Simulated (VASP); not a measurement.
A run of VASP 6.6.1 is set up as follows.

File INCAR:

```
SYSTEM = AgB2
  PREC = Accurate
  ENCUT = 520
  EDIFF = 1E-8
  ISMEAR = -1
  SIGMA = 0.05
  LREAL = .FALSE.
  LASPH = .TRUE.
  NELM = 80
  ALGO = Normal
  ISIF = 2
  LWAVE = .FALSE.
  LCHARG = .FALSE.
  GGA = PS
  LEFG = .TRUE.
  NBANDS = 16
```

Contents of KPOINTS:

```
regular mesh
0
G
  16 16 13
  0 0 0
```

POSCAR

```
AgB2
1.0
    3.0000016405      0.0000000000      0.0000000000
   -1.5000008203      2.5980776321      0.0000000000
    0.0000000000      0.0000000000      3.2400000000
Ag B
1 2
Direct
    0.0000000000      0.0000000000      0.0000000000
    0.3333333333      0.6666666667      0.5000000000
    0.6666666667      0.3333333333      0.5000000000
```

Potentials or basis: VASP PAW PBE potentials, release 64 (Ag, B).

Launch:

```bash
$ cat potpaw_PBE.64/Ag/POTCAR potpaw_PBE.64/B/POTCAR > POTCAR
$ mpirun -np 1 vasp_std > vasp.out
```

Problem. Predict the band gap on the k mesh.

Solution. Zero (an odd number of electrons rules out a gap without spin polarisation).

Problem. What does it give for the pressure?

Solution. 46.9 GPa.

Stress tensor (GPa, compression positive):
```
36.50  0.00  0.00
 0.00 36.50  0.00
 0.00  0.00 67.70
```

Caveat: the cell stands under pressure; without QUAD_EFG the Cq values of the log hold for a quadrupole moment of 1 mb, not for the nuclei; the PAW data sets were made with another functional, which shifts forces and pressure a little.
